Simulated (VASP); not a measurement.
# Al16CN16 (a cell with a defect) in VASP: a series of runs, part 2 of 2

VASP 6.6.1.

## (3) Electric field gradients, PBE, collinear spin

File INCAR:

```
PREC = Accurate
ENCUT = 520
EDIFF = 1E-8
ISMEAR = 0
SIGMA = 0.01
LREAL = Auto
LASPH = T
NELM = 150
ALGO = Normal
ISIF = 2
LWAVE = F
LCHARG = F
ISPIN = 2
MAGMOM = 0.01 0 0 0 0 0 0 0 0 0.02 0 0 0 0 0 0 0.05 0.04 0 0 0 0.03 0 0 0.01 0 0 0.03 0.06 0.03 0 0 0.51
LORBIT = 11
NUPDOWN = 1.0
GGA = PE
LEFG = T
NELECT = 131.0
NBANDS = 92
```

File KPOINTS:

```
Automatic mesh
0
Gamma
  1 1 1
  0.25 0.25 0.25
```

File POSCAR:

```
Al16CN16
1.0
    6.2595139128      0.0000000578      0.0000000000
   -3.1297570064      5.4208980350      0.0000000000
    0.0000000000      0.0000000000     10.0348065929
Al N C
16 16 1
Direct
    0.3333333333      0.1666666667      0.2496176900
    0.1666666667      0.3333333333      0.4996176900
    0.3333333333      0.1666666667      0.7496176900
    0.1666666667      0.3333333333      0.9996176900
    0.3333333333      0.6666666667      0.2496176900
    0.1666666667      0.8333333333      0.4996176900
    0.3333333333      0.6666666667      0.7496176900
    0.1666666667      0.8333333333      0.9996176900
    0.8333333333      0.1666666667      0.2496176900
    0.6666666667      0.3333333333      0.4996176900
    0.8333333333      0.1666666667      0.7496176900
    0.6666666667      0.3333333333      0.9996176900
    0.8333333333      0.6666666667      0.2496176900
    0.6666666667      0.8333333333      0.4996176900
    0.8333333333      0.6666666667      0.7496176900
    0.6666666667      0.8333333333      0.9996176900
    0.3333333333      0.1666666667      0.4403823100
    0.1666666667      0.3333333333      0.1903823100
    0.3333333333      0.1666666667      0.9403823100
    0.1666666667      0.3333333333      0.6903823100
    0.3333333333      0.6666666667      0.4403823100
    0.1666666667      0.8333333333      0.1903823100
    0.3333333333      0.6666666667      0.9403823100
    0.1666666667      0.8333333333      0.6903823100
    0.8333333333      0.1666666667      0.4403823100
    0.6666666667      0.3333333333      0.1903823100
    0.8333333333      0.1666666667      0.9403823100
    0.6666666667      0.3333333333      0.6903823100
    0.8333333333      0.6666666667      0.4403823100
    0.6666666667      0.8333333333      0.1903823100
    0.8333333333      0.6666666667      0.9403823100
    0.6666666667      0.8333333333      0.6903823100
    0.0000000000      0.0000000000      0.3450000000
```

Potentials or basis: VASP PAW PBE potentials, release 64 (Al, N, C).

Run with:

```sh
$ cat potpaw_PBE.64/Al/POTCAR potpaw_PBE.64/N/POTCAR potpaw_PBE.64/C/POTCAR > POTCAR
$ mpirun -np 1 vasp_std > vasp.out
```

OUTCAR:

```text
PREC = Accurate
   ENCUT = 520
   EDIFF = 1E-8
   ISMEAR = 0
   LREAL = Auto
   LASPH = T
   NELM = 150
   ISIF = 2
   ISPIN = 2
   LORBIT = 11
   NUPDOWN = 1.0
   GGA = PE
   NELECT = 131.0

 ion  position               nearest neighbor table
   1  0.333  0.167  0.250-  18 1.90  26 1.90  22 1.90  17 1.91  33 2.04   4 3.09   2 3.09  12 3.09
                            10 3.09   8 3.09   6 3.09   9 3.13   9 3.13   5 3.13   5 3.13  13 3.13
   2  0.167  0.333  0.500-  17 1.90  25 1.90  21 1.90  20 1.91  33 2.38   3 3.09   1 3.09  11 3.09
                             9 3.09   7 3.09   5 3.09  10 3.13  10 3.13   6 3.13   6 3.13  14 3.13
   3  0.333  0.167  0.750-  20 1.90  28 1.90  24 1.90  19 1.91   2 3.09   4 3.09  10 3.09  12 3.09
                             6 3.09   8 3.09  11 3.13  11 3.13   7 3.13   7 3.13  15 3.13  15 3.13
[... 1407 lines left out ...]
 ion       Cq(MHz)       eta       Q (mb)
----------------------------------------------------------------------
   1      -0.037       0.753       1.000
   2      -0.013       0.378       1.000
   3       0.001       0.816       1.000
   4       0.016       0.005       1.000
   5       0.007       0.000       1.000
   6      -0.013       0.378       1.000
[... 25 lines left out ...]
  32      -0.012       0.066       1.000
  33       0.064       0.001       1.000
----------------------------------------------------------------------

 total charge

# of ion       s       p       d       tot
------------------------------------------
    1        0.370   0.439   0.000   0.809
    2        0.369   0.426   0.000   0.794
    3        0.370   0.424   0.000   0.794
    4        0.371   0.423   0.000   0.794
    5        0.369   0.424   0.000   0.793
    6        0.369   0.426   0.000   0.794
[... 25 lines left out ...]
   32        1.229   2.601   0.000   3.829
   33        1.079   1.195   0.000   2.274
--------------------------------------------------
tot         26.778  49.452   0.000  76.231

 magnetization (x)

# of ion       s       p       d       tot
------------------------------------------
    1       -0.001   0.003   0.000   0.002
    2       -0.001  -0.001   0.000  -0.001
    3       -0.000   0.000   0.000   0.000
    4        0.001   0.001   0.000   0.002
    5       -0.001   0.000   0.000  -0.000
    6       -0.001  -0.001   0.000  -0.001
[... 25 lines left out ...]
   32       -0.000   0.000   0.000   0.000
   33        0.017   0.376   0.000   0.393
--------------------------------------------------
tot          0.095   0.556   0.000   0.651
```

It took 18 min on 1 thread of Intel Xeon Platinum 8259CL at 2.50GHz (Skylake/Cascade Lake), shared host; peak memory 0.71 GiB.

Results:

```
Free energy                                           : -248.2350 eV
Largest force                                         : 1.891 eV/Å
Net moment                                            : 1.00 μB per cell
Site moments                                          : Al +0.00, -0.00, +0.04 (each value once); N +0.03, +0.00, -0.00 (each value once); C +0.39 μB
Largest electric field gradient by atom               : Al -15.2, -5.3, +0.5, +6.4, +3.0, +1.9, -11.8, +5.5 (each value once); N +48.7, +9.5, -4.9, -13.7, -0.5, -5.4, -2.0 (each value once); C +26.7 V/Å²
Valence electrons inside the program's atomic spheres : Al 0.81, 0.79 (each value once); N 3.82, 3.83 (each value once); C 2.27
```

Forces in eV/Å, atoms in the order of the input:
```
Al   0.734  0.424 -1.468
Al   0.000  1.326  1.348
Al  -0.093 -0.054  0.513
Al   0.000 -0.124 -0.314
Al   0.000  0.000 -0.131
Al   1.148 -0.663  1.348
Al   0.000  0.000  0.250
Al  -0.107  0.062 -0.314
Al  -0.734  0.424 -1.468
Al   0.000  0.000  1.428
Al   0.093 -0.054  0.513
Al   0.000  0.000 -0.206
Al   0.000 -0.848 -1.468
Al  -1.148 -0.663  1.348
Al   0.000  0.107  0.513
Al   0.107  0.062 -0.314
N    0.286  0.165  0.373
N    0.000  0.828 -0.347
N    0.018  0.010 -0.008
N    0.000 -0.100 -0.647
N    0.000  0.000 -0.263
N    0.717 -0.414 -0.347
N    0.000  0.000  0.155
N   -0.087  0.050 -0.647
N   -0.287  0.165  0.374
N    0.000  0.000  0.628
N   -0.018  0.010 -0.008
N    0.000  0.000 -0.752
N    0.000 -0.331  0.373
N   -0.717 -0.414 -0.347
N    0.000 -0.020 -0.008
N    0.087  0.050 -0.647
C    0.000  0.000  0.539
```

Electric field gradients, principal values (V/Å²):
| atom | least | middle | greatest (by size) |
| --- | --- | --- | --- |
| 1 Al | 1.878 | 13.344 | -15.222 |
| 2 Al | 1.660 | 3.675 | -5.335 |
| 3 Al | -0.048 | -0.475 | 0.524 |
| 4 Al | -3.196 | -3.229 | 6.425 |
| 5 Al | -1.505 | -1.505 | 3.010 |
| 6 Al | 1.660 | 3.675 | -5.335 |
| 7 Al | -0.944 | -0.944 | 1.888 |
| 8 Al | -3.196 | -3.229 | 6.425 |
| 9 Al | 1.878 | 13.344 | -15.223 |
| 10 Al | 5.890 | 5.890 | -11.780 |
| 11 Al | -0.048 | -0.475 | 0.524 |
| 12 Al | -2.742 | -2.742 | 5.484 |
| 13 Al | 1.878 | 13.344 | -15.222 |
| 14 Al | 1.660 | 3.675 | -5.335 |
| 15 Al | -0.048 | -0.475 | 0.524 |
| 16 Al | -3.196 | -3.229 | 6.425 |
| 17 N | -17.152 | -31.507 | 48.659 |
| 18 N | -0.952 | -8.581 | 9.533 |
| 19 N | 2.150 | 2.748 | -4.898 |
| 20 N | 2.310 | 2.637 | -4.947 |
| 21 N | 6.872 | 6.873 | -13.745 |
| 22 N | -0.952 | -8.580 | 9.532 |
| 23 N | 0.228 | 0.229 | -0.457 |
| 24 N | 2.311 | 2.636 | -4.947 |
| 25 N | -17.152 | -31.507 | 48.659 |
| 26 N | 2.695 | 2.696 | -5.391 |
| 27 N | 2.151 | 2.747 | -4.898 |
| 28 N | 1.017 | 1.018 | -2.035 |
| 29 N | -17.152 | -31.507 | 48.659 |
| 30 N | -0.952 | -8.581 | 9.532 |
| 31 N | 2.150 | 2.748 | -4.898 |
| 32 N | 2.310 | 2.637 | -4.947 |
| 33 C | -13.320 | -13.338 | 26.658 |

Caveat: the k points lie up to 0.58 Å⁻¹ apart; the cell carries a net charge on a neutralising background, which shifts energy and pressure; without QUAD_EFG the Cq values of the log hold for a quadrupole moment of 1 mb, not for the nuclei; the total moment is fixed, so each spin has its own Fermi level and the state may be an excited one.
